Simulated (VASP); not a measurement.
Write the native input for VASP 6.6.1 that does the following.

| Item | Value |
| --- | --- |
| Task | single point |
| Functional | BLYP |
| Potentials or basis | VASP PAW PBE potentials, release 64 (Zr_sv, H) |
| Cutoff | 500 eV |
| k mesh | 11 × 11 × 11 |
| Occupations | methfessel-paxton, width 0.15 eV |
| Spin | no spin polarisation |
| Dipole correction | no |
| Further INCAR settings | ALGO = Normal; EDIFF = 1e-06; NBANDS = 14 |

The structure of ZrH2 lies in POSCAR:

```
ZrH2
1.0
    0.0000000000      2.4092250000      2.4092250000
    2.4092250000      0.0000000000      2.4092250000
    2.4092250000      2.4092250000      0.0000000000
Zr H
1 2
Direct
    0.0000000000      0.0000000000      0.0000000000
    0.7500000000      0.7500000000      0.7500000000
    0.2500000000      0.2500000000      0.2500000000
```

These files were run (other wordings do the same):

INCAR

```
AGGAC = 1.0 ; AGGAX = 1.0
ALDAC = 0.0 ; ALDAX = 1.0
ALGO = Normal ; EDIFF = 1E-6
ENCUT = 500 ; GGA = B5
GGA_COMPAT = False ; ISIF = 2
ISMEAR = 1 ; LASPH = True
LCHARG = False ; LREAL = False
LWAVE = False ; NBANDS = 14
NELM = 120 ; PREC = Accurate
SIGMA = 0.15
```

KPOINTS

```
k-points
0
Gamma
  11 11 11
```

Potentials or basis: VASP PAW PBE potentials, release 64 (Zr_sv, H).

Run with:

```console
$ cat potpaw_PBE.64/Zr_sv/POTCAR potpaw_PBE.64/H/POTCAR > POTCAR
$ mpirun -np 1 vasp_std > vasp.out
```

It gave:

```json
{"Pressure": "3.7 GPa", "Band gap on the k mesh": "zero (bands 7 and 8 overlap by 0.68 eV)"}
```

Caveat: the cell stands under pressure; the PAW data sets were made with another functional, which shifts forces and pressure a little.

Wall time 26 s on 1 thread of Intel(R) Xeon(R) Platinum 8375C CPU @ 2.90GHz (Ice Lake), on a shared host, peak memory 0.17 GiB.
